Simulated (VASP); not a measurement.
ZnO: single point with r2SCAN+rVV10

The system is ZnO.

```
CELL_PARAMETERS angstrom
3.24931 0.00000 0.00000
-1.62465 2.81398 0.00000
0.00000 0.00000 5.20571
ATOMIC_POSITIONS crystal
Zn 0.66667 0.33333 0.00000
Zn 0.33333 0.66667 0.50000
O 0.33333 0.66667 0.87901
O 0.66667 0.33333 0.37901
```

```json
{
  "Program": "VASP 6.6.1",
  "Task": "single point",
  "Functional": "r2SCAN",
  "Dispersion": "rVV10",
  "Potentials or basis": "VASP PAW PBE potentials, release 64 (Zn, O)",
  "Cutoff": "520 eV",
  "k mesh": "9 × 9 × 5",
  "Occupations": "fermi-dirac, width 0.05 eV",
  "Spin": "no spin polarisation",
  "Dipole correction": "no",
  "Further INCAR settings": "ALGO = Normal; EDIFF = 1e-06; NBANDS = 26"
}
```

| Property | Result |
| --- | --- |
| Pressure | -1.4 GPa |
| Largest force | 0.086 eV/Å |
| Band gap on the k mesh | 1.17 eV |

Forces in eV/Å, atoms in the order of the input:
```
Zn   0.000  0.000 -0.086
Zn   0.000  0.000 -0.086
O    0.000  0.000  0.086
O    0.000  0.000  0.086
```

Stress tensor (GPa, compression positive):
```
-1.98  0.00  0.00
 0.00 -1.98  0.00
 0.00  0.00 -0.22
```

Levels at points of the mesh, in eV from the valence-band top:
```csv
k point,band 15,band 16,band 17,band 18,band 19,band 20,band 21,band 22
"(0.00, 0.00, 0.00)",-0.83,-0.08,0.00,0.00,1.17,5.79,8.80,13.61
```

Wall time 2.2 min on 1 thread of Intel(R) Xeon(R) Platinum 8488C (Sapphire Rapids), with other jobs on the host, peak memory 0.29 GiB.

Caveat: the PAW data sets were made with another functional, which shifts forces and pressure a little. r2SCAN opens gaps a little over a GGA but as a rule still falls short of measured ones.
